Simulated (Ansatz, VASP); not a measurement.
# MgCd3Te4: VASP beside Ansatz

Contents of INCAR:

```
ALGO = Normal ; EDIFF = 1E-6
ENCUT = 520 ; GGA = PE
ISIF = 2 ; ISMEAR = 0
LASPH = T ; LCHARG = F
LREAL = F ; LWAVE = F
NBANDS = 41 ; NELM = 60
PREC = Accurate ; SIGMA = 0.1
```

Contents of KPOINTS:

```
k-points
0
Gamma
  6 6 2
```

The input POSCAR:

```
MgCd3Te4
1.0
    4.3263183900      0.0000000000      0.0000000000
   -2.1631592000      3.7467016300      0.0000000000
    0.0000000000      0.0000000000     14.0204340400
Mg Cd Te
1 3 4
Direct
    0.3333333300      0.6666666700      0.4979955900
    0.3333333300      0.6666666700      0.9979955900
    0.6666666700      0.3333333300      0.2479955900
    0.6666666700      0.3333333300      0.7479955900
    0.3333333300      0.6666666700      0.1870044200
    0.3333333300      0.6666666700      0.6870044200
    0.6666666700      0.3333333300      0.4370044200
    0.6666666700      0.3333333300      0.9370044200
```

Input for Ansatz:

```yaml
crystal:
  lattice:
    - [4.32631839, 0.0, 0.0]
    - [-2.1631592, 3.74670163, 0.0]
    - [0.0, 0.0, 14.02043404]
  atoms:
    - { symbol: Mg, position: [0.33333333, 0.66666667, 0.49799559] }
    - { symbol: Cd, position: [0.33333333, 0.66666667, 0.99799559] }
    - { symbol: Cd, position: [0.66666667, 0.33333333, 0.24799559] }
    - { symbol: Cd, position: [0.66666667, 0.33333333, 0.74799559] }
    - { symbol: Te, position: [0.33333333, 0.66666667, 0.18700442] }
    - { symbol: Te, position: [0.33333333, 0.66666667, 0.68700442] }
    - { symbol: Te, position: [0.66666667, 0.33333333, 0.43700442] }
    - { symbol: Te, position: [0.66666667, 0.33333333, 0.93700442] }
basis:
  ecutwfc: 420
kpoints:
  mp_grid: { grid: [6, 6, 2] }
hamiltonian:
  xc: pbe
scf:
  occupations: { method: gaussian, width: 0.1 }
  lower_state_search: "off"
output:
  forces: true
  stress: true
  eigenvalues: true
```

Alike in both runs: task single point; functional PBE; k mesh 6 × 6 × 2; occupations gaussian, width 0.1 eV; no spin polarisation.

|  | VASP | Ansatz |
| --- | --- | --- |
| version | VASP 6.6.1 | Ansatz 0.2.0 |
| potentials or method | VASP PAW PBE potentials, release 64 (Mg, Cd, Te), cutoff 520 eV | scalar-relativistic, plane waves, PAW |
| valence electrons in the cell | 62 | 134 |

|  | VASP | Ansatz | Ansatz less VASP |
| --- | --- | --- | --- |
| gap on the k mesh at the Fermi level (eV) | 1.67 | 1.66 | -0.003 |
| least direct gap on the mesh (eV) | 1.67 | 1.66 | -0.003 |
| pressure (GPa) | 14.2 | 13.9 | -0.23 |
| traceless stress, the component that is largest in VASP (GPa) | 0.14 | 0.14 | -0.003 |
| rms of the force components (eV/Å) | 0.175 | 0.168 | -0.0070 |

Atom by atom the forces differ by 0.007 eV/Å (rms over components). VASP's potentials hold 62 valence electrons a cell and Ansatz's 134, so a difference there can come from the potentials and not from the codes.

Spin-orbit coupling is off throughout.
